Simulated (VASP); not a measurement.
# SiNi in VASP: single point with PBEsol

Aim: the single point of SiNi with PBEsol.

Program: VASP 6.6.1. These are calculated values, not measurements. Logs are shortened: lines on timing, memory, paths and dates and some standing lists are left out, and cuts for length are marked.

**1. The cell of the first run**

The cell holds a slab with vacuum, 16 atoms: a = 3.358 Å, b = 5.088 Å, c = 25.099 Å, α = 90.00°, β = 90.00°, γ = 90.00°.

**2. Single point, PBEsol**

INCAR

```
ALGO = Fast
DIPOL = 0.5 0.5 0.500
EDIFF = 1E-6
ENCUT = 520
GGA = PS
IDIPOL = 3
ISIF = 2
ISMEAR = 0
LASPH = True
LCHARG = False
LDIPOL = True
LREAL = Auto
LWAVE = False
NBANDS = 70
NELM = 100
PREC = Accurate
SIGMA = 0.1
```

KPOINTS

```
k-points
0
Gamma
  10 7 1
```

POSCAR

```
SiNi
1.0
    3.3577714910      0.0000000000      0.0000000000
    0.0000000000      5.0878282843      0.0000000000
    0.0000000000      0.0000000000     25.0987322924
Si Ni
8 8
Direct
    0.7500000000      0.1785723343      0.2988198732
    0.7500000000      0.6785723343      0.3708150248
    0.2500000000      0.3214276657      0.4089415738
    0.2500000000      0.8214276657      0.4809367255
    0.7500000000      0.1785723343      0.5190632745
    0.7500000000      0.6785723343      0.5910584262
    0.2500000000      0.3214276657      0.6291849752
    0.2500000000      0.8214276657      0.7011801268
    0.2500000000      0.4906992690      0.3210272088
    0.2500000000      0.9906992690      0.3486076892
    0.7500000000      0.0093007310      0.4311489094
    0.7500000000      0.5093007310      0.4587293899
    0.2500000000      0.4906992690      0.5412706101
    0.2500000000      0.9906992690      0.5688510906
    0.7500000000      0.0093007310      0.6513923108
    0.7500000000      0.5093007310      0.6789727912
```

Potentials or basis: VASP PAW PBE potentials, release 64 (Si, Ni).

Run with:

```bash
cat potpaw_PBE.64/Si/POTCAR potpaw_PBE.64/Ni/POTCAR > POTCAR
mpirun -np 1 vasp_std > vasp.out
```

OUTCAR:

```text
EDIFF = 1E-6
   ENCUT = 520
   GGA = PS
   ISIF = 2
   ISMEAR = 0
   LASPH = True
   LREAL = Auto
   NELM = 100
   PREC = Accurate

 ion  position               nearest neighbor table
   1  0.750  0.179  0.299-  10 2.30  10 2.30   9 2.38   9 2.38   2 3.12   2 3.12
   2  0.750  0.679  0.371-  11 2.26   9 2.30   9 2.30  12 2.37  10 2.38  10 2.38   3 2.65   3 2.65
                             1 3.12   1 3.12
   3  0.250  0.321  0.409-  10 2.26  12 2.30  12 2.30   9 2.37  11 2.38  11 2.38   2 2.65   2 2.65
                             4 3.12   4 3.12
   4  0.250  0.821  0.481-  13 2.26  11 2.30  11 2.30  14 2.37  12 2.38  12 2.38   5 2.65   5 2.65
                             3 3.12   3 3.12
   5  0.750  0.179  0.519-  12 2.26  14 2.30  14 2.30  11 2.37  13 2.38  13 2.38   4 2.65   4 2.65
                             6 3.12   6 3.12
   6  0.750  0.679  0.591-  15 2.26  13 2.30  13 2.30  16 2.37  14 2.38  14 2.38   7 2.65   7 2.65
                             5 3.12   5 3.12
   7  0.250  0.321  0.629-  14 2.26  16 2.30  16 2.30  13 2.37  15 2.38  15 2.38   6 2.65   6 2.65
                             8 3.12   8 3.12
   8  0.250  0.821  0.701-  15 2.30  15 2.30  16 2.38  16 2.38   7 3.12   7 3.12
   9  0.250  0.491  0.321-   2 2.30   2 2.30   3 2.37   1 2.38   1 2.38  10 2.64  10 2.64
  10  0.250  0.991  0.349-   3 2.26   1 2.30   1 2.30   2 2.38   2 2.38   9 2.64   9 2.64  11 2.67
                            11 2.67
  11  0.750  0.009  0.431-   2 2.26   4 2.30   4 2.30   5 2.37   3 2.38   3 2.38  12 2.64  12 2.64
                            10 2.67  10 2.67
  12  0.750  0.509  0.459-   5 2.26   3 2.30   3 2.30   2 2.37   4 2.38   4 2.38  11 2.64  11 2.64
                            13 2.67  13 2.67
  13  0.250  0.491  0.541-   4 2.26   6 2.30   6 2.30   7 2.37   5 2.38   5 2.38  14 2.64  14 2.64
                            12 2.67  12 2.67
  14  0.250  0.991  0.569-   7 2.26   5 2.30   5 2.30   4 2.37   6 2.38   6 2.38  13 2.64  13 2.64
                            15 2.67  15 2.67
  15  0.750  0.009  0.651-   6 2.26   8 2.30   8 2.30   7 2.38   7 2.38  16 2.64  16 2.64  14 2.67
                            14 2.67
  16  0.750  0.509  0.679-   7 2.30   7 2.30   6 2.37   8 2.38   8 2.38  15 2.64  15 2.64

  LATTYP: Found a simple orthorhombic cell.
 ALAT       =     3.3577714910
 B/A-ratio  =     1.5152395861
 C/A-ratio  =     7.4748184502

  Lattice vectors:

 A1 = (   3.3577714910,   0.0000000000,   0.0000000000)
 A2 = (   0.0000000000,   5.0878282843,   0.0000000000)
 A3 = (   0.0000000000,   0.0000000000,  25.0987322924)

Analysis of symmetry for initial positions (statically):
=====================================================================
 Subroutine PRICEL returns:
 Original cell was already a primitive cell.

 Routine SETGRP: Setting up the symmetry group for a
 simple orthorhombic supercell.

 Subroutine GETGRP returns: Found  4 space group operations
 (whereof  2 operations were pure point group operations)
 out of a pool of  8 trial point group operations.

The static configuration has the point symmetry S_2 .
 The point group associated with its full space group is C_2h.

Analysis of symmetry for dynamics (positions and initial velocities):
=====================================================================
 Subroutine PRICEL returns:
 Original cell was already a primitive cell.

 Routine SETGRP: Setting up the symmetry group for a
 simple orthorhombic supercell.

 Subroutine GETGRP returns: Found  4 space group operations
 (whereof  2 operations were pure point group operations)
 out of a pool of  8 trial point group operations.

The dynamic configuration has the point symmetry S_2 .
 The point group associated with its full space group is C_2h.

 Subroutine INISYM returns: Found  4 space group operations
 (whereof  2 operations are pure point group operations),
 and found     1 'primitive' translations

----------------------------------------------------------------------------------------

                                     Primitive cell

  volume of cell :     428.7808

  direct lattice vectors                    reciprocal lattice vectors
     3.357771491  0.000000000  0.000000000     0.297816573  0.000000000  0.000000000
     0.000000000  5.087828284  0.000000000     0.000000000  0.196547514  0.000000000
     0.000000000  0.000000000 25.098732292     0.000000000  0.000000000  0.039842650

  length of vectors
     3.357771491  5.087828284 25.098732292     0.297816573  0.196547514  0.039842650

  position of ions in fractional coordinates (direct lattice)
[... 49 lines left out ...]
     0.000000000  0.000000000  0.039842650     0.000000000  0.000000000  1.000000000

  Length of vectors
     0.029781657  0.028078216  0.039842650

  Shift w.r.t. Gamma in fractional coordinates (k-lattice)
     0.000000000  0.000000000  0.000000000

 Subroutine IBZKPT returns following result:
 ===========================================

 Found     24 irreducible k-points:

 Following reciprocal coordinates:
            Coordinates               Weight
  0.000000  0.000000  0.000000      1.000000
  0.100000  0.000000  0.000000      2.000000
  0.200000  0.000000  0.000000      2.000000
  0.300000  0.000000  0.000000      2.000000
  0.400000  0.000000  0.000000      2.000000
  0.500000  0.000000  0.000000      1.000000
[... 16 lines left out ...]
  0.400000  0.428571  0.000000      4.000000
  0.500000  0.428571  0.000000      2.000000
   k-points           NKPTS =     24   k-points in BZ     NKDIM =     24   number of bands    NBANDS=     70
   number of dos      NEDOS =    301   number of ions     NIONS =     16
   total plane-waves  NPLWV = 215040
   dimension x,y,z NGX =    28 NGY =   40 NGZ =  192
   dimension x,y,z NGXF=    56 NGYF=   80 NGZF=  384
   ions per type =               8   8
   NGX,Y,Z   is equivalent  to a cutoff of  13.86, 13.07, 12.72 a.u.
   NGXF,Y,Z  is equivalent  to a cutoff of  27.73, 26.14, 25.43 a.u.
 SYSTEM =  unknown system
   PREC   = accura    normal or accurate (medium, high low for compatibility)
   ISTART =      0    job   : 0-new  1-cont  2-samecut
   ICHARG =      2    charge: 1-file 2-atom 10-const
   ISPIN  =      1    spin polarized calculation?
   LNONCOLLINEAR =      F non collinear calculations
   LSORBIT =      F    spin-orbit coupling
   LASPH  =      T    aspherical Exc in radial PAW
   ENCUT  =  520.0 eV  38.22 Ry    6.18 a.u.   6.24  9.46 46.67*2*pi/ulx,y,z
   NELM   =    100;   NELMIN=  2; NELMDL= -5     # of ELM steps
   EDIFF  = 0.1E-05   stopping-criterion for ELM
   LREAL  =      T    real-space projection
   EDIFFG = 0.1E-04   stopping-criterion for IOM
   NSW    =      0    number of steps for IOM
   IBRION =     -1    ionic relax: 0-MD 1-quasi-New 2-CG
   NFREE  =      0    steps in history (QN), initial steepest desc. (CG)
   ISIF   =      2    stress and relaxation
   ISYM   =      2    0-nonsym 1-usesym 2-fastsym
   POTIM  = 0.5000    time-step for ionic-motion
   TEBEG  =    0.0;   TEEND  =   0.0 temperature during run
   PSTRESS=    0.0 pullay stress
   NELECT =     112.0000    total number of electrons
   NUPDOWN=      -1.0000    fix difference up-down
   EMIN   =  10.00;   EMAX   =-10.00  energy-range for DOS
   EFERMI =   0.00;   METHOD = LEGACY
   ISMEAR =     0;   SIGMA  =   0.10  broadening in eV -4-tet -1-fermi 0-gaus
   EFERMI_NEDOS =   21; number of points for ismear=-14 and -15
   IALGO  =     68    algorithm
   IMIX   =      4    mixing-type and parameters
     AMIX     =   0.40;   BMIX     =  1.00
     AMIX_MAG =   1.60;   BMIX_MAG =  1.00
  volume/ion in A,a.u.               =      26.80       180.85
  Fermi-wavevector in a.u.,A,eV,Ry     =   1.046492  1.977582 14.900346  1.095145
  Thomas-Fermi vector in A             =   2.181332
   LORBIT       =      0    0 simple, 1 ext, 2 COOP (PROOUT), +10 PAW based schemes
   GGA     = PS    functional components
   LHFCALC =     F    Hartree Fock is set to
   AEXX    =    0.0000 exact exchange contribution
   IVDW    =     0    specifies the selected vdW correction
   LEPSILON=     F    determine dielectric tensor
   LRPA    =     F    only Hartree local field effects (RPA)
 non-spin polarized calculation
 RMM-DIIS sequential band-by-band and
 Gauss-broadening in eV      SIGMA  =   0.10
  energy-cutoff  :      520.00
  volume of cell :      428.78
 maximum number of plane-waves:     11585
 NGX is ok and might be reduce to    28
   NGX = 13   NGY = 19   NGZ = 93

 number of electron     112.0000034 magnetization

 dipolmoment           0.000000      0.000000      0.000000 electrons x Angstroem

 Free energy of the ion-electron system (eV)
  ---------------------------------------------------
  ext. energy  EPLUGINS =         0.00000000
  ---------------------------------------------------
  free energy    TOTEN  =       -99.75217345 eV

  energy without entropy =      -99.72684543  energy(sigma->0) =      -99.73950944

 E-fermi :   2.1096     XC(G=0):  -6.3322

 val. band max:        2.0702442030   @ k =   0.2000   0.1429   0.0000
 cond. band min:       2.1154941463   @ k =   0.4000   0.2857   0.0000
 fundamental gap:      0.0452499434
 Fermi energy:         2.1096119431

 k-point     1 :       0.0000    0.0000    0.0000
  band No.  band energies     occupation
      1     -10.7110      2.00000
      2      -9.8904      2.00000
      3      -8.7101      2.00000
      4      -6.9521      2.00000
      5      -6.2820      2.00000
      6      -5.4845      2.00000
[... 1693 lines left out ...]
     67       5.5741      0.00000
     68       5.5742      0.00000
 [bands above 68 left out]

------------------------ aborting loop because EDIFF is reached ----------------------------------------

 vacuum level on the upper side and lower side of the slab       (xc-potential included)        -0.136        -0.136

  FORCE on cell =-STRESS in cart. coord.  units (eV):
  Direction    XX          YY          ZZ          XY          YZ          ZX
  --------------------------------------------------------------------------------------
  -------------------------------------------------------------------------------------
  Total       -4.9811758     -5.8551400     -4.4876139      0.0000000      0.2244103      0.0000000
  in kB      -18.6126015    -21.8782460    -16.7683641      0.0000000      0.8385288      0.0000000
  external PRESSURE =     -19.0864038 kB  Pullay stress =       0.0000000 kB

 VOLUME and BASIS-vectors are now :
 -----------------------------------------------------------------------------
  energy-cutoff  :      520.00
  volume of cell :      428.78
      direct lattice vectors                 reciprocal lattice vectors
     3.357771491  0.000000000  0.000000000     0.297816573  0.000000000  0.000000000
     0.000000000  5.087828284  0.000000000     0.000000000  0.196547514  0.000000000
     0.000000000  0.000000000 25.098732292     0.000000000  0.000000000  0.039842650

 POSITION                                       TOTAL-FORCE (eV/Angst)
 -----------------------------------------------------------------------------------
      2.51833      0.90855      7.50000        -0.000000      0.243850      0.701331
      2.51833      3.45246      9.30699        -0.000000      0.084203     -0.672167
      0.83944      1.63537     10.26392        -0.000000     -0.173032     -0.361460
      0.83944      4.17928     12.07090        -0.000000      0.065454     -0.018965
      2.51833      0.90855     13.02783        -0.000000     -0.065454      0.018965
      2.51833      3.45246     14.83482        -0.000000      0.173032      0.361460
[... 8 lines left out ...]
      2.51833      0.04732     16.34912        -0.000000     -0.229009      0.203632
      2.51833      2.59123     17.04136        -0.000000      0.507529     -0.506800
 -----------------------------------------------------------------------------------
    total drift:                                0.000000      0.000000      0.000000

  FREE ENERGIE OF THE ION-ELECTRON SYSTEM (eV)
  ---------------------------------------------------
  free  energy   TOTEN  =       -99.7521734477 eV

  energy  without entropy=      -99.7268454346  energy(sigma->0) =      -99.73950944

 vacuum level on the upper side and lower side of the slab         6.647         6.647
```

Run time: 16 min. Hardware: 1 thread of Oxide Virtual Turin-like, shared host; peak memory 0.72 GiB.

What came out:

```yaml
Free_energy: -99.7522 eV
Largest_force: 0.743 eV/Å
Band_gap_on_the_k_mesh: zero (bands 56 and 57 overlap by 1.53 eV)
```

Forces in eV/Å, atoms in the order of the input:
```
Si   0.000  0.244  0.701
Si   0.000  0.084 -0.672
Si   0.000 -0.173 -0.361
Si   0.000  0.065 -0.019
Si   0.000 -0.065  0.019
Si   0.000  0.173  0.361
Si   0.000 -0.084  0.672
Si   0.000 -0.244 -0.701
Ni   0.000 -0.508  0.507
Ni   0.000  0.229 -0.204
Ni   0.000  0.070  0.117
Ni   0.000  0.022  0.007
Ni   0.000 -0.022 -0.007
Ni   0.000 -0.070 -0.117
Ni   0.000 -0.229  0.204
Ni   0.000  0.508 -0.507
```

Levels at points of the mesh, in eV from the Fermi level:
```csv
k point,band 53,band 54,band 55,band 56,band 57,band 58,band 59,band 60
"(0.00, 0.00, 0.00)",-0.76,-0.50,-0.37,0.19,0.32,0.63,0.71,1.91
"(0.50, 0.00, 0.00)",-1.36,-1.36,-0.73,-0.73,-0.48,-0.48,0.10,0.10
```

Caveat: the PAW data sets were made with another functional, which shifts forces and pressure a little. Spin polarisation is off, so any magnetic state and its effect on volume and gap are missing.

The gap in the log of VASP goes by the Fermi energy; the results here count the filled bands.